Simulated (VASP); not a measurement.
# Ga18N17 (a cell with a defect) in VASP: single point with PBE

Aim: the single point of Ga18N17 (a cell with a defect) with PBE.

Program: VASP 6.6.1. These are calculated values, not measurements. Logs are shortened: lines on timing, memory, paths and dates and some standing lists are left out, and cuts for length are marked.

**1. The cell of the first run**

The cell holds a defect, 35 atoms: a = 7.653 Å, b = 7.653 Å, c = 7.653 Å, α = 78.22°, β = 78.22°, γ = 78.22°.

**2. Single point, PBE**

The input, INCAR:

```
PREC = Accurate ; ENCUT = 520
EDIFF = 1E-6 ; ISMEAR = 0
SIGMA = 0.01 ; LREAL = Auto
LASPH = True ; NELM = 60
ALGO = Normal ; ISIF = 2
LWAVE = False ; LCHARG = False
GGA = PE ; NBANDS = 182
NELECT = 320.0
```

The input, KPOINTS:

```
Automatic mesh
0
Gamma
  2 2 2
  0.5 0.5 0.5
```

The input, POSCAR:

```
Ga18N17
1.0
   -0.0000000001      5.5743817708     -5.2431684095
    4.8275562239     -2.7871908853     -5.2431684095
   -4.8275562239     -2.7871908854     -5.2431684095
Ga N
18 17
Direct
    0.9363105211      0.2715078793      0.2704627402
    0.2771192670      0.9454583092      0.2771708244
    0.9432672467      0.6113275096      0.9450035409
    0.6109511586      0.6113313793      0.2772890729
    0.2774179632      0.2774609937      0.9451578149
    0.9431674105      0.9454248330      0.6110918120
    0.6104249717      0.9444370902      0.9443974042
    0.2775253643      0.6117654098      0.6115228582
    0.6110736078      0.2774718705      0.6113943749
    0.8833289600      0.9062300627      0.2174783965
    0.2210330311      0.5552631834      0.2227327465
    0.8842603706      0.2177549011      0.9060699269
    0.5724400040      0.2176498157      0.2182831316
    0.2210323208      0.8898111013      0.8896955227
    0.8886907072      0.5553074626      0.5550462270
    0.5558060565      0.5550764759      0.8898375777
    0.2208884586      0.2230191952      0.5548293738
    0.5556659770      0.8898088871      0.5550685010
    0.1513720022      0.8192235046      0.1525560675
    0.8186564649      0.4853999392      0.8189544782
    0.4849953402      0.4853337129      0.1526799090
    0.1517793755      0.1527080605      0.8188082957
    0.8185139807      0.8191521444      0.4854685747
    0.4845383704      0.8185663964      0.8185551960
    0.1521093495      0.4864092458      0.4861541688
    0.4847971329      0.1526913593      0.4857946206
    0.0949473970      0.0972758515      0.4289530161
    0.4294115785      0.7638131033      0.4301615985
    0.0954208320      0.4295944188      0.0966898202
    0.7625920442      0.4296796638      0.4295184074
    0.4303121126      0.0972021721      0.0969946571
    0.0961510161      0.7638016949      0.7634220058
    0.7628245428      0.7637965498      0.0968327069
    0.4295208136      0.4304826926      0.7635451586
    0.7629805111      0.0971829776      0.7641684289
```

Potentials or basis: VASP PAW PBE potentials, release 64 (Ga_d, N).

On the command line:

```bash
$ cat potpaw_PBE.64/Ga_d/POTCAR potpaw_PBE.64/N/POTCAR > POTCAR
$ mpirun -np 1 vasp_std > vasp.out
```

OUTCAR:

```text
PREC = Accurate
   ENCUT = 520
   EDIFF = 1E-6
   ISMEAR = 0
   LREAL = Auto
   LASPH = True
   NELM = 60
   ISIF = 2
   GGA = PE
   NELECT = 320.0

 ion  position               nearest neighbor table
   1  0.936  0.272  0.270-  30 2.00  29 2.00  27 2.00
   2  0.277  0.945  0.277-  31 1.97  27 1.97  28 1.97  19 1.97
   3  0.943  0.611  0.945-  33 1.96  29 1.97  32 1.97  20 1.97
   4  0.611  0.611  0.277-  33 1.96  30 1.97  28 1.97  21 1.97
   5  0.277  0.277  0.945-  31 1.97  29 1.97  34 1.97  22 1.98
   6  0.943  0.945  0.611-  35 1.97  27 1.97  32 1.97  23 1.97
   7  0.610  0.944  0.944-  33 1.97  31 1.97  35 1.97  24 1.98
   8  0.278  0.612  0.612-  28 1.97  32 1.97  34 1.97  25 1.97
   9  0.611  0.277  0.611-  35 1.97  30 1.97  34 1.97  26 1.97
  10  0.883  0.906  0.217-  23 2.01  19 2.01  33 2.01
  11  0.221  0.555  0.223-  25 1.97  19 1.97  21 1.97  29 1.98
  12  0.884  0.218  0.906-  22 2.01  20 2.01  35 2.02
  13  0.572  0.218  0.218-  26 2.01  21 2.01  31 2.02
  14  0.221  0.890  0.890-  19 1.96  22 1.96  24 1.97  32 1.98
  15  0.889  0.555  0.555-  25 1.97  23 1.97  20 1.97  30 1.98
  16  0.556  0.555  0.890-  21 1.96  20 1.96  24 1.97  34 1.98
  17  0.221  0.223  0.555-  25 1.97  26 1.97  22 1.97  27 1.98
[... 16 lines left out ...]
  34  0.430  0.430  0.764-   8 1.97   9 1.97   5 1.97  16 1.98
  35  0.763  0.097  0.764-   9 1.97   6 1.97   7 1.97  12 2.02

  LATTYP: Found a trigonal (rhomboedric) cell.
 ALAT       =     7.6527476828
 COS(alpha) =     0.2041157919

  Lattice vectors:

 A1 = (  -0.0000000001,   5.5743817708,  -5.2431684095)
 A2 = (   4.8275562239,  -2.7871908853,  -5.2431684095)
 A3 = (  -4.8275562239,  -2.7871908854,  -5.2431684095)

Analysis of symmetry for initial positions (statically):
=====================================================================
 Subroutine PRICEL returns:
 Original cell was already a primitive cell.

 Routine SETGRP: Setting up the symmetry group for a
 trigonal (rhombohedral) supercell.

 Subroutine GETGRP returns: Found  1 space group operations
 (whereof  1 operations were pure point group operations)
 out of a pool of 12 trial point group operations.

The static configuration has the point symmetry C_1 .

Analysis of symmetry for dynamics (positions and initial velocities):
=====================================================================
 Subroutine PRICEL returns:
 Original cell was already a primitive cell.

 Routine SETGRP: Setting up the symmetry group for a
 trigonal (rhombohedral) supercell.

 Subroutine GETGRP returns: Found  1 space group operations
 (whereof  1 operations were pure point group operations)
[... 155 lines left out ...]
   POTIM  = 0.5000    time-step for ionic-motion
   TEBEG  =    0.0;   TEEND  =   0.0 temperature during run
   PSTRESS=    0.0 pullay stress
   NELECT =     320.0000    total number of electrons
   NUPDOWN=      -1.0000    fix difference up-down
   EMIN   =  10.00;   EMAX   =-10.00  energy-range for DOS
   EFERMI =   0.00;   METHOD = LEGACY
   ISMEAR =     0;   SIGMA  =   0.01  broadening in eV -4-tet -1-fermi 0-gaus
   EFERMI_NEDOS =   21; number of points for ismear=-14 and -15
   IALGO  =     38    algorithm
   IMIX   =      4    mixing-type and parameters
     AMIX     =   0.40;   BMIX     =  1.00
     AMIX_MAG =   1.60;   BMIX_MAG =  1.00
  volume/ion in A,a.u.               =      12.09        81.61
  Fermi-wavevector in a.u.,A,eV,Ry     =   1.491346  2.818236 30.260899  2.224113
  Thomas-Fermi vector in A             =   2.604013
   LORBIT       =      0    0 simple, 1 ext, 2 COOP (PROOUT), +10 PAW based schemes
   GGA     = PE    functional components
   LHFCALC =     F    Hartree Fock is set to
   AEXX    =    0.0000 exact exchange contribution
   IVDW    =     0    specifies the selected vdW correction
   LEPSILON=     F    determine dielectric tensor
   LRPA    =     F    only Hartree local field effects (RPA)
 non-spin polarized calculation
 Gauss-broadening in eV      SIGMA  =   0.01
  energy-cutoff  :      520.00
  volume of cell :      423.29
 maximum number of plane-waves:     11401
 NGX is ok and might be reduce to    60
   NGX = 29   NGY = 29   NGZ = 29

 number of electron     320.0000085 magnetization

 Free energy of the ion-electron system (eV)
  ---------------------------------------------------
  ext. energy  EPLUGINS =         0.00000000
  ---------------------------------------------------
  free energy    TOTEN  =      -199.92224743 eV

  energy without entropy =     -199.92224743  energy(sigma->0) =     -199.92224743

 E-fermi :   7.1636     XC(G=0): -11.4881

 val. band max:        7.0632783917   @ k =   0.2500   0.2500   0.2500
 cond. band min:       7.5427324070   @ k =   0.2500  -0.2500   0.2500
 fundamental gap:      0.4794540153
 Fermi energy:         7.1636278665

 k-point     1 :       0.2500    0.2500    0.2500
  band No.  band energies     occupation
      1     -10.6454      2.00000
      2     -10.1757      2.00000
      3     -10.1748      2.00000
      4     -10.1745      2.00000
      5     -10.0973      2.00000
      6     -10.0284      2.00000
[... 689 lines left out ...]
    171      10.3206      0.00000
    172      10.4063      0.00000
 [bands above 172 left out]

------------------------ aborting loop because EDIFF is reached ----------------------------------------

  FORCE on cell =-STRESS in cart. coord.  units (eV):
  Direction    XX          YY          ZZ          XY          YZ          ZX
  --------------------------------------------------------------------------------------
  -------------------------------------------------------------------------------------
  Total       11.3250795     11.3423543     12.0754525      0.0453592      0.0956330     -0.1087585
  in kB       42.8659775     42.9313632     45.7061759      0.1716869      0.3619757     -0.4116561
  external PRESSURE =      43.8345055 kB  Pullay stress =       0.0000000 kB

 VOLUME and BASIS-vectors are now :
 -----------------------------------------------------------------------------
  energy-cutoff  :      520.00
  volume of cell :      423.29
      direct lattice vectors                 reciprocal lattice vectors
    -0.000000000  5.574381771 -5.243168409    -0.000000000  0.119594727 -0.063574791
     4.827556224 -2.787190885 -5.243168409     0.103572072 -0.059797364 -0.063574791
    -4.827556224 -2.787190885 -5.243168409    -0.103572072 -0.059797364 -0.063574791

 POSITION                                       TOTAL-FORCE (eV/Angst)
 -----------------------------------------------------------------------------------
      0.00505      3.70878     -7.75088        -0.001854      0.002256      0.034730
      3.22620     -1.86293     -7.86343        -0.005278      0.003804      0.002924
     -1.61084      0.92034    -13.10581         0.005868      0.007694      0.004808
      1.61261      0.92892     -7.86251        -0.000865     -0.005760      0.002753
     -3.22334     -1.86124     -7.86495         0.005276      0.002795      0.004777
      1.61401      0.91927    -13.10626        -0.007054      0.004968      0.001805
[... 27 lines left out ...]
     -1.60788     -0.93367     -8.51254         0.002805     -0.002402      0.006392
     -3.21991      1.85239     -8.51665        -0.000033      0.003435      0.007409
 -----------------------------------------------------------------------------------
    total drift:                               -0.001074     -0.001886     -0.006083

  FREE ENERGIE OF THE ION-ELECTRON SYSTEM (eV)
  ---------------------------------------------------
  free  energy   TOTEN  =      -199.9222474288 eV

  energy  without entropy=     -199.9222474288  energy(sigma->0) =     -199.92224743
```

stdout:

```text
POSCAR found type information on POSCAR GaN
 POSCAR found :  2 types and      35 ions
 scaLAPACK will be used
 LDA part: xc-table for (Slater+PW92), standard interpolation
 POSCAR, INCAR and KPOINTS ok, starting setup
 FFT: planning ... GRIDC
 FFT: planning ... GRID_SOFT
 FFT: planning ... GRID
 WAVECAR not read
 entering main loop
 the old and the new charge density differ
 old charge density:   319.00000 new  320.00001
    0.321E+01
```

Run time: 23 min. Hardware: 1 thread of Intel Xeon Platinum 8259CL at 2.50GHz (Skylake/Cascade Lake), shared host; peak memory 0.58 GiB.

What came out:

| Item | Value |
| --- | --- |
| Free energy | -199.9222 eV |
| Largest force | 0.035 eV/Å |

Forces on the atoms (eV/Å):
```
Ga  -0.002  0.002  0.035
Ga  -0.005  0.004  0.003
Ga   0.006  0.008  0.005
Ga  -0.001 -0.006  0.003
Ga   0.005  0.003  0.005
Ga  -0.007  0.005  0.002
Ga   0.003 -0.003  0.013
Ga  -0.001 -0.001 -0.010
Ga  -0.002 -0.005  0.001
Ga   0.012 -0.001 -0.018
Ga   0.005  0.004 -0.004
Ga  -0.018 -0.014 -0.013
Ga   0.007  0.016 -0.009
Ga   0.001  0.012 -0.004
Ga  -0.003 -0.003 -0.002
Ga   0.009 -0.006 -0.001
Ga  -0.005  0.000 -0.004
Ga  -0.011 -0.008 -0.003
N    0.000  0.004  0.001
N    0.006 -0.005 -0.004
N    0.006 -0.005 -0.003
N   -0.001  0.005 -0.002
N    0.002 -0.004  0.001
N   -0.002 -0.001 -0.010
N    0.002  0.001  0.007
N   -0.003  0.001 -0.001
N   -0.006  0.003 -0.009
N   -0.001 -0.002  0.008
N    0.004  0.001 -0.008
N    0.001 -0.001 -0.007
N   -0.005 -0.003  0.008
N    0.000  0.002  0.007
N    0.000 -0.001  0.000
N    0.003 -0.002  0.006
N    0.000  0.003  0.007
```

Levels at points of the mesh, in eV from the Fermi level:
```
           k point  band 156  band 157  band 158  band 159  band 160  band 161  band 162  band 163  band 164  band 165
(0.25, 0.25, 0.25)     -3.04     -2.91     -2.59     -2.59     -0.10      0.73      0.74      1.26      1.92      2.12
```

Caveat: the cell carries a net charge on a neutralising background, which shifts energy and pressure; the cell is charged against a uniform background, so pressure and absolute levels hang on convention.
